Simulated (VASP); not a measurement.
Crystal: WC.

```
W C
1.0
     2.90650    0.00000    0.00000
    -1.45325    2.51710    0.00000
     0.00000    0.00000    2.83660
W C
1 1
Direct
  0.00000 0.00000 0.00000
  0.66667 0.33333 0.50000
```

Base run:

* Program: VASP 6.6.1
* Functional: b88 exchange, pbe correlation
* Potentials or basis: VASP PAW PBE potentials, release 64 (W_sv, C)
* Cutoff: 600 eV
* k mesh: 10 × 10 × 9
* Occupations: fermi-dirac, width 0.05 eV
* Spin: no spin polarisation

Its results: band gap on the k mesh zero (bands 9 and 10 overlap by 1.20 eV); pressure 6.8 GPa.

Problem. After a change of settings the same cell gave: band gap on the k mesh zero (bands 9 and 10 overlap by 1.21 eV); pressure -2.3 GPa. Which change was it?
A. functional from b88 exchange, pbe correlation to revPBE; cutoff from 600 eV to 520 eV
B. functional from b88 exchange, pbe correlation to PBE; cutoff from 600 eV to 520 eV; occupations from fermi-dirac, width 0.05 eV to gaussian, width 0.025 eV
C. functional from b88 exchange, pbe correlation to PBEsol; occupations from fermi-dirac, width 0.05 eV to methfessel-paxton, width 0.1 eV
D. functional from b88 exchange, pbe correlation to PBE-based screened hybrid with 15 % exact exchange; cutoff from 600 eV to 520 eV; k mesh from 10 × 10 × 9 to 6 × 6 × 5

Solution. C.

Caveats: the PAW data sets were made with another functional, which shifts forces and pressure a little; spin-orbit coupling is left out, which moves the levels of the heavy elements; the cell stands under pressure (at least some runs).
